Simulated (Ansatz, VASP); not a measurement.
## Two plane-wave programs on Na

```
Na
1.0
     3.84189    0.00000    0.00000
    -1.92094    3.32717    0.00000
     0.00000    0.00000    6.27337
Na
2
Direct
  0.33333 0.66667 0.25000
  0.66667 0.33333 0.75000
```

Alike in both runs: task single point; functional PBE; k mesh 11 × 11 × 6; occupations fermi-dirac, width 0.1 eV; no spin polarisation.

```csv
,VASP,Ansatz
version,VASP 6.6.1,Ansatz 0.2.0
potentials or method,"VASP PAW PBE potentials, release 64 (Na_pv), cutoff 500 eV","plane waves (420 eV) with PAW, scalar-relativistic"
valence electrons in the cell,14,18
```

```csv
,VASP,Ansatz,Ansatz less VASP
pressure (GPa),-0.5,-0.5,0.00
"traceless stress, the component that is largest in VASP (GPa)",0.08,0.08,0.000
```

VASP's potentials hold 14 valence electrons a cell and Ansatz's 18, so a difference there can come from the potentials and not from the codes.
